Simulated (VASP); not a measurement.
# TaN (Fm-3m) in VASP: further runs

The runs below take TaN through single point, with PBE.

Program: VASP 6.6.1. These are calculated values, not measurements. Logs are shortened: lines on timing, memory, paths and dates and some standing lists are left out, and cuts for length are marked.

### 1 The cell of the first run

The structure is cubic, space group Fm-3m (No. 225). The conventional cell has a = 4.358 Å, b = 4.358 Å, c = 4.358 Å, α = 90.00°, β = 90.00°, γ = 90.00°. Within 2.9 Å of Ta (site symmetry m-3m) lie 6 N at 2.18 Å. N (site symmetry m-3m) has 6 Ta at 2.18 Å within 2.9 Å.

### 2 Single point, PBE

INCAR reads:

```
SYSTEM = TaN
ALGO = Normal
EDIFF = 1E-6
ENCUT = 600
GGA = PE
GGA_COMPAT = .FALSE.
ISIF = 2
ISMEAR = 1
LASPH = .TRUE.
LCHARG = .FALSE.
LREAL = .FALSE.
LWAVE = .FALSE.
NBANDS = 15
NELM = 120
PREC = Accurate
SIGMA = 0.05
```

KPOINTS reads:

```
k-points
0
G
  4 4 4
  0 0 0
```

POSCAR reads:

```
TaN
1.0
    0.0000000000      2.1790000000      2.1790000000
    2.1790000000      0.0000000000      2.1790000000
    2.1790000000      2.1790000000      0.0000000000
Ta N
1 1
Direct
    0.5000000000      0.5000000000      0.5000000000
    0.0000000000      0.0000000000      0.0000000000
```

Potentials or basis: VASP PAW PBE potentials, release 64 (Ta_pv, N).

Started as:

```bash
> cat potpaw_PBE.64/Ta_pv/POTCAR potpaw_PBE.64/N/POTCAR > POTCAR
> mpirun -np 1 vasp_std > vasp.out
```

OUTCAR:

```text
SYSTEM = TaN
   EDIFF = 1E-6
   ENCUT = 600
   GGA = PE
   ISIF = 2
   ISMEAR = 1
   LASPH = .TRUE.
   LREAL = .FALSE.
   NELM = 120
   PREC = Accurate

 ion  position               nearest neighbor table
   1  0.500  0.500  0.500-   2 2.18   2 2.18   2 2.18   2 2.18   2 2.18   2 2.18
   2  0.000  0.000  0.000-   1 2.18   1 2.18   1 2.18   1 2.18   1 2.18   1 2.18

  LATTYP: Found a face centered cubic cell.
 ALAT       =     4.3580000000

  Lattice vectors:

 A1 = (   0.0000000000,   2.1790000000,   2.1790000000)
 A2 = (   2.1790000000,   0.0000000000,   2.1790000000)
 A3 = (   2.1790000000,   2.1790000000,   0.0000000000)

Analysis of symmetry for initial positions (statically):
=====================================================================
 Subroutine PRICEL returns:
 Original cell was already a primitive cell.

 Routine SETGRP: Setting up the symmetry group for a
 face centered cubic supercell.

 Subroutine GETGRP returns: Found 48 space group operations
 (whereof 48 operations were pure point group operations)
 out of a pool of 48 trial point group operations.

The static configuration has the point symmetry O_h .

Analysis of symmetry for dynamics (positions and initial velocities):
=====================================================================
 Subroutine PRICEL returns:
 Original cell was already a primitive cell.

 Routine SETGRP: Setting up the symmetry group for a
 face centered cubic supercell.

 Subroutine GETGRP returns: Found 48 space group operations
 (whereof 48 operations were pure point group operations)
 out of a pool of 48 trial point group operations.

The dynamic configuration has the point symmetry O_h .

 Subroutine INISYM returns: Found 48 space group operations
 (whereof 48 operations are pure point group operations),
 and found     1 'primitive' translations

----------------------------------------------------------------------------------------

                                     Primitive cell

  volume of cell :      20.6920

  direct lattice vectors                    reciprocal lattice vectors
     0.000000000  2.179000000  2.179000000    -0.229463056  0.229463056  0.229463056
     2.179000000  0.000000000  2.179000000     0.229463056 -0.229463056  0.229463056
     2.179000000  2.179000000  0.000000000     0.229463056  0.229463056 -0.229463056

  length of vectors
     3.081571352  3.081571352  3.081571352     0.397441672  0.397441672  0.397441672

  position of ions in fractional coordinates (direct lattice)
     0.500000000  0.500000000  0.500000000
     0.000000000  0.000000000  0.000000000

  ion indices of the primitive-cell ions
   primitive index   ion index
                 1           1
                 2           2

----------------------------------------------------------------------------------------

 KPOINTS: k-points

Automatic generation of k-mesh.
 Grid dimensions read from file:
 generate k-points for:    4    4    4

 Generating k-lattice:

  Cartesian coordinates                     Fractional coordinates (reciprocal lattice)
    -0.057365764  0.057365764  0.057365764     0.250000000  0.000000000  0.000000000
     0.057365764 -0.057365764  0.057365764     0.000000000  0.250000000  0.000000000
     0.057365764  0.057365764 -0.057365764     0.000000000  0.000000000  0.250000000

  Length of vectors
     0.099360418  0.099360418  0.099360418

  Shift w.r.t. Gamma in fractional coordinates (k-lattice)
     0.000000000  0.000000000  0.000000000

 Subroutine IBZKPT returns following result:
 ===========================================

 Found      8 irreducible k-points:

 Following reciprocal coordinates:
            Coordinates               Weight
  0.000000  0.000000  0.000000      1.000000
  0.250000  0.000000  0.000000      8.000000
  0.500000  0.000000  0.000000      4.000000
  0.250000  0.250000  0.000000      6.000000
  0.500000  0.250000  0.000000     24.000000
 -0.250000  0.250000  0.000000     12.000000
  0.500000  0.500000  0.000000      3.000000
 -0.250000  0.500000  0.250000      6.000000
   k-points           NKPTS =      8   k-points in BZ     NKDIM =      8   number of bands    NBANDS=     15
   number of dos      NEDOS =    301   number of ions     NIONS =      2
   total plane-waves  NPLWV =  21952
   dimension x,y,z NGX =    28 NGY =   28 NGZ =   28
   dimension x,y,z NGXF=    56 NGYF=   56 NGZF=   56
   ions per type =               1   1
   NGX,Y,Z   is equivalent  to a cutoff of  15.11, 15.11, 15.11 a.u.
   NGXF,Y,Z  is equivalent  to a cutoff of  30.21, 30.21, 30.21 a.u.
 SYSTEM =  TaN
   PREC   = accura    normal or accurate (medium, high low for compatibility)
   ISTART =      0    job   : 0-new  1-cont  2-samecut
   ICHARG =      2    charge: 1-file 2-atom 10-const
   ISPIN  =      1    spin polarized calculation?
   LNONCOLLINEAR =      F non collinear calculations
   LSORBIT =      F    spin-orbit coupling
   LASPH  =      T    aspherical Exc in radial PAW
   ENCUT  =  600.0 eV  44.10 Ry    6.64 a.u.   6.15  6.15  6.15*2*pi/ulx,y,z
   NELM   =    120;   NELMIN=  2; NELMDL= -5     # of ELM steps
   EDIFF  = 0.1E-05   stopping-criterion for ELM
   LREAL  =      F    real-space projection
   EDIFFG = 0.1E-04   stopping-criterion for IOM
   NSW    =      0    number of steps for IOM
   IBRION =     -1    ionic relax: 0-MD 1-quasi-New 2-CG
   NFREE  =      0    steps in history (QN), initial steepest desc. (CG)
   ISIF   =      2    stress and relaxation
   ISYM   =      2    0-nonsym 1-usesym 2-fastsym
   POTIM  = 0.5000    time-step for ionic-motion
   TEBEG  =    0.0;   TEEND  =   0.0 temperature during run
   PSTRESS=    0.0 pullay stress
   NELECT =      16.0000    total number of electrons
   NUPDOWN=      -1.0000    fix difference up-down
   EMIN   =  10.00;   EMAX   =-10.00  energy-range for DOS
   EFERMI =   0.00;   METHOD = LEGACY
   ISMEAR =     1;   SIGMA  =   0.05  broadening in eV -4-tet -1-fermi 0-gaus
   EFERMI_NEDOS =   21; number of points for ismear=-14 and -15
   IALGO  =     38    algorithm
   IMIX   =      4    mixing-type and parameters
     AMIX     =   0.40;   BMIX     =  1.00
     AMIX_MAG =   1.60;   BMIX_MAG =  1.00
  volume/ion in A,a.u.               =      10.35        69.82
  Fermi-wavevector in a.u.,A,eV,Ry     =   1.502615  2.839530 30.719922  2.257851
  Thomas-Fermi vector in A             =   2.613832
   LORBIT       =      0    0 simple, 1 ext, 2 COOP (PROOUT), +10 PAW based schemes
   GGA     = PE    functional components
   LHFCALC =     F    Hartree Fock is set to
   AEXX    =    0.0000 exact exchange contribution
   IVDW    =     0    specifies the selected vdW correction
   LEPSILON=     F    determine dielectric tensor
   LRPA    =     F    only Hartree local field effects (RPA)
 non-spin polarized calculation
 Methfessel and Paxton  Order N= 1 SIGMA  =   0.05
  energy-cutoff  :      600.00
  volume of cell :       20.69
 maximum number of plane-waves:       701
 NGX is ok and might be reduce to    28
   NGX = 13   NGY = 13   NGZ = 13

 number of electron      16.0000001 magnetization

 Free energy of the ion-electron system (eV)
  ---------------------------------------------------
  ext. energy  EPLUGINS =         0.00000000
  ---------------------------------------------------
  free energy    TOTEN  =       -21.73239736 eV

  energy without entropy =      -21.73006666  energy(sigma->0) =      -21.73162046

 E-fermi :   9.6434     XC(G=0): -13.5906

 val. band max:        9.4839770187   @ k =   0.2500   0.0000   0.0000
 cond. band min:       9.6534355676   @ k =  -0.2500   0.5000   0.2500
 fundamental gap:      0.1694585490
 Fermi energy:         9.6433631921

 k-point     1 :       0.0000    0.0000    0.0000
  band No.  band energies     occupation
      1     -25.7901      2.00000
      2     -25.7901      2.00000
      3     -25.7901      2.00000
      4      -9.3052      2.00000
      5       5.8510      2.00000
      6       5.8510      2.00000
      7       5.8510      2.00000
      8       7.7075      2.00000
      9       7.7075      2.00000
     10       7.7075      2.00000
     11       9.9625     -0.00000
     12       9.9625     -0.00000
     13      11.5765      0.00000
     14      19.2907      0.00000
     15      22.3826      0.00000

 k-point     2 :       0.2500    0.0000    0.0000
  band No.  band energies     occupation
      1     -26.2865      2.00000
      2     -25.8355      2.00000
      3     -25.8355      2.00000
      4      -7.9146      2.00000
      5       1.9894      2.00000
      6       3.3436      2.00000
      7       3.3436      2.00000
      8       9.0735      2.00000
      9       9.4840      2.00006
     10       9.4840      2.00006
     11      13.9106      0.00000
     12      13.9106      0.00000
     13      14.4043      0.00000
     14      22.3564      0.00000
     15      22.5173      0.00000

 k-point     3 :       0.5000    0.0000    0.0000
  band No.  band energies     occupation
      1     -26.7405      2.00000
      2     -25.8803      2.00000
      3     -25.8803      2.00000
      4      -6.1362      2.00000
      5      -0.7769      2.00000
      6       2.0267      2.00000
      7       2.0267      2.00000
      8      11.8845      0.00000
      9      11.8845      0.00000
     10      11.9303      0.00000
     11      13.7734      0.00000
     12      17.6695      0.00000
     13      17.6695      0.00000
     14      21.8577      0.00000
     15      22.2688      0.00000
[... 55 lines left out ...]
 k-point     7 :       0.5000    0.5000    0.0000
  band No.  band energies     occupation
      1     -26.5935      2.00000
      2     -26.1045      2.00000
      3     -26.1045      2.00000
      4      -8.0561      2.00000
      5       3.1015      2.00000
      6       4.2262      2.00000
      7       5.0656      2.00000
      8       5.0656      2.00000
      9      12.1065      0.00000
     10      13.6164      0.00000
     11      13.6164      0.00000
     12      14.6869      0.00000
     13      17.0073      0.00000
     14      18.9403      0.00000
     15      22.3904      0.00000

 k-point     8 :      -0.2500    0.5000    0.2500
  band No.  band energies     occupation
      1     -26.3532      2.00000
      2     -26.3532      2.00000
      3     -26.1348      2.00000
      4      -7.3406      2.00000
      5       2.1678      2.00000
      6       2.9247      2.00000
      7       2.9247      2.00000
      8       9.6534      0.66659
      9       9.6534      0.66657
     10      13.6303      0.00000
     11      14.1760      0.00000
     12      14.6242      0.00000
     13      20.1099      0.00000
     14      22.1322      0.00000
     15      22.1322      0.00000

------------------------ aborting loop because EDIFF is reached ----------------------------------------

  FORCE on cell =-STRESS in cart. coord.  units (eV):
  Direction    XX          YY          ZZ          XY          YZ          ZX
  --------------------------------------------------------------------------------------
  -------------------------------------------------------------------------------------
  Total        2.1439126      2.1439126      2.1439126      0.0000000     -0.0000000      0.0000000
  in kB      166.0030106    166.0030106    166.0030106      0.0000000     -0.0000000      0.0000000
  external PRESSURE =     166.0030106 kB  Pullay stress =       0.0000000 kB

 VOLUME and BASIS-vectors are now :
 -----------------------------------------------------------------------------
  energy-cutoff  :      600.00
  volume of cell :       20.69
      direct lattice vectors                 reciprocal lattice vectors
     0.000000000  2.179000000  2.179000000    -0.229463056  0.229463056  0.229463056
     2.179000000  0.000000000  2.179000000     0.229463056 -0.229463056  0.229463056
     2.179000000  2.179000000  0.000000000     0.229463056  0.229463056 -0.229463056

 POSITION                                       TOTAL-FORCE (eV/Angst)
 -----------------------------------------------------------------------------------
      2.17900      2.17900      2.17900         0.000000     -0.000000     -0.000000
      0.00000      0.00000      0.00000        -0.000000      0.000000      0.000000
 -----------------------------------------------------------------------------------
    total drift:                                0.000000      0.000000      0.000000

  FREE ENERGIE OF THE ION-ELECTRON SYSTEM (eV)
  ---------------------------------------------------
  free  energy   TOTEN  =       -21.7323973593 eV

  energy  without entropy=      -21.7300666558  energy(sigma->0) =      -21.73162046
```

It took 7.5 s on 1 thread of AMD EPYC 7R13, shared host; peak memory 0.13 GiB.

What came out:

```
Free energy            : -21.7324 eV
Pressure               : 16.6 GPa
Band gap on the k mesh : zero (band 8 reaches 11.88 eV, above the bottom of band 9 at 7.71 eV)
```

Levels at points of the mesh, in eV from the Fermi level:
```csv
k point,band 6,band 7,band 8,band 9,band 10,band 11
"(0.00, 0.00, 0.00)",-3.79,-3.79,-1.94,-1.94,-1.94,0.32
"(0.50, 0.00, 0.00)",-7.62,-7.62,2.24,2.24,2.29,4.13
"(0.50, 0.50, 0.00)",-5.42,-4.58,-4.58,2.46,3.97,3.97
```

Caveat: the k points lie up to 0.62 Å⁻¹ apart; spin-orbit coupling is left out, which moves the levels of the heavy elements.

### 3 Single point, PBE

INCAR reads:

```
SYSTEM = TaN
PREC     = Accurate       ! precision mode
ENCUT    = 600            ! plane-wave cutoff, eV
EDIFF    = 1E-6           ! SCF threshold, eV
ISMEAR   = 1              ! smearing method
SIGMA    = 0.05           ! smearing width, eV
LREAL    = .False.        ! projectors in reciprocal space
LASPH    = .True.         ! aspherical terms in the spheres
NELM     = 120            ! most SCF steps
ALGO     = Normal         ! electronic algorithm
ISIF     = 2              ! what is computed and relaxed
LWAVE    = .False.        ! write WAVECAR
LCHARG   = .True.         ! write CHGCAR
GGA      = PE             ! functional
LELF     = .True.         ! ELF
LVHAR    = .True.       
NBANDS   = 15             ! bands
GGA_COMPAT= .False.
```

KPOINTS reads:

```
Automatic mesh
0
Gamma
  5 5 5
  0 0 0
```

POSCAR is that of step 2.

Potentials or basis: VASP PAW PBE potentials, release 64 (Ta_pv, N).

Started as:

```bash
> cat potpaw_PBE.64/Ta_pv/POTCAR potpaw_PBE.64/N/POTCAR > POTCAR
> mpirun -np 1 vasp_std > vasp.out
```

It took 8.1 s on 1 thread of AMD EPYC 7R13, shared host; peak memory 0.13 GiB.

The run converged. Its results:

* Free energy: -21.8211 eV
* Pressure: 14.8 GPa
* Band gap on the k mesh: zero (band 8 reaches 10.84 eV, above the bottom of band 9 at 7.68 eV)

Levels at points of the mesh, in eV from the Fermi level:
| k point | band 5 | band 6 | band 7 | band 8 | band 9 | band 10 | band 11 | band 12 |
| --- | --- | --- | --- | --- | --- | --- | --- | --- |
| (0.00, 0.00, 0.00) | -4.01 | -4.01 | -4.01 | -2.30 | -2.30 | -2.30 | -0.04 | -0.04 |

Caveat: the k points lie up to 0.50 Å⁻¹ apart; spin-orbit coupling is left out, which moves the levels of the heavy elements.

### 4 Single point, PBE

INCAR reads:

```
PREC = Accurate ; ENCUT = 600
EDIFF = 1E-6 ; ISMEAR = 1
SIGMA = 0.05 ; LREAL = False
LASPH = True ; NELM = 120
ALGO = Normal ; ISIF = 2
LWAVE = False ; LCHARG = False
GGA = PE ; NBANDS = 15
GGA_COMPAT = False
```

KPOINTS reads:

```
regular mesh
0
Gamma
  5 5 5
```

POSCAR is that of step 3.

Started as:

```bash
> cat potpaw_PBE.64/Ta_pv/POTCAR potpaw_PBE.64/N/POTCAR > POTCAR
> mpirun -np 1 vasp_std > vasp.out
```

Wall time 7.7 s (1 thread of AMD EPYC 7R13, shared host); peak memory 0.13 GiB.

Results (log left out):

* Free energy: -21.8211 eV
* Pressure: 14.8 GPa
* Band gap on the k mesh: zero (band 8 reaches 10.84 eV, above the bottom of band 9 at 7.68 eV)

Levels at points of the mesh, in eV from the Fermi level:
```tsv
k point	band 6	band 7	band 8	band 9	band 10	band 11
(0.00, 0.00, 0.00)	-4.01	-4.01	-2.30	-2.30	-2.30	-0.04
```

Caveat: the k points lie up to 0.50 Å⁻¹ apart; spin-orbit coupling is left out, which moves the levels of the heavy elements.

### 5 Single point, PBE

INCAR reads:

```
SYSTEM = TaN
PREC = Accurate
ENCUT = 600
EDIFF = 1E-6
ISMEAR = 1
SIGMA = 0.05
LREAL = .False.
LASPH = .True.
NELM = 120
ALGO = Normal
ISIF = 2
LWAVE = .False.
LCHARG = .False.
GGA = PE
NBANDS = 15
GGA_COMPAT = .False.
```

KPOINTS reads:

```
regular mesh
0
Gamma
  7 7 7
  0 0 0
```

POSCAR is that of step 4.

Started as:

```bash
> cat potpaw_PBE.64/Ta_pv/POTCAR potpaw_PBE.64/N/POTCAR > POTCAR
> mpirun -np 1 vasp_std > vasp.out
```

Wall time 12 s (1 thread of AMD EPYC 7R13, shared host); peak memory 0.13 GiB.

Results (log left out):

```
Free energy            : -21.8070 eV
Pressure               : 15.3 GPa
Band gap on the k mesh : zero (band 8 reaches 11.25 eV, above the bottom of band 9 at 7.65 eV)
```

Levels at points of the mesh, in eV from the Fermi level:
| k point | band 6 | band 7 | band 8 | band 9 | band 10 | band 11 |
| --- | --- | --- | --- | --- | --- | --- |
| (0.00, 0.00, 0.00) | -3.85 | -3.85 | -2.20 | -2.20 | -2.20 | 0.05 |

Caveat: spin-orbit coupling is left out, which moves the levels of the heavy elements.

### 6 Single point, PBE

INCAR reads:

```
PREC     = Accurate       # precision mode
ENCUT    = 600            # plane-wave cutoff, eV
EDIFF    = 1E-6           # SCF threshold, eV
ISMEAR   = 1              # smearing method
SIGMA    = 0.05           # smearing width, eV
LREAL    = False          # projectors in reciprocal space
LASPH    = True           # aspherical terms in the spheres
NELM     = 120            # most SCF steps
ALGO     = Normal         # electronic algorithm
ISIF     = 2              # what is computed and relaxed
LWAVE    = False          # write WAVECAR
LCHARG   = False          # write CHGCAR
GGA      = PE             # functional
NBANDS   = 15             # bands
GGA_COMPAT= False
```

KPOINTS reads:

```
Automatic mesh
0
Gamma
  8 8 8
```

POSCAR is that of step 5.

Potentials or basis: VASP PAW PBE potentials, release 64 (Ta_pv, N).

Started as:

```bash
> cat potpaw_PBE.64/Ta_pv/POTCAR potpaw_PBE.64/N/POTCAR > POTCAR
> mpirun -np 1 vasp_std > vasp.out
```

Run time: 16 s. Hardware: 1 thread of AMD EPYC 7R13, shared host; peak memory 0.13 GiB.

The run converged. Its results:

```yaml
Free_energy: -21.7602 eV
Pressure: 15.6 GPa
Band_gap_on_the_k_mesh: zero (band 8 reaches 11.85 eV, above the bottom of band 9 at 7.68 eV)
```

Levels at points of the mesh, in eV from the Fermi level:
```csv
k point,band 4,band 5,band 6,band 7,band 8,band 9,band 10,band 11,band 12,band 13
"(0.00, 0.00, 0.00)",-19.09,-3.91,-3.91,-3.91,-2.18,-2.18,-2.18,0.07,0.07,1.76
"(0.50, 0.00, 0.00)",-15.90,-10.61,-7.78,-7.78,1.99,1.99,2.08,3.91,7.83,7.83
"(0.50, 0.50, 0.00)",-17.83,-6.70,-5.66,-4.71,-4.71,2.21,3.70,3.70,4.83,7.13
```

Caveat: spin-orbit coupling is left out, which moves the levels of the heavy elements.

### 7 Overview

| k mesh | gap on the mesh (eV) | pressure (GPa) |
| --- | --- | --- |
| 4 × 4 × 4 | none | 16.6 |
| 5 × 5 × 5 | none | 14.8 |
| 7 × 7 × 7 | none | 15.3 |
| 8 × 8 × 8 | none | 15.6 |

Alike in all rows: task single point; level PBE; potentials or basis VASP PAW PBE potentials, release 64 (Ta_pv, N); no spin polarisation; cell as given; cutoff (eV) 600; smearing methfessel-paxton 0.05 eV.

Caveats: some runs use coarse meshes; spin-orbit coupling is left out, which moves the levels of the heavy elements.

Total energies depend on the potentials used, so only differences within one code and one set of settings carry meaning.
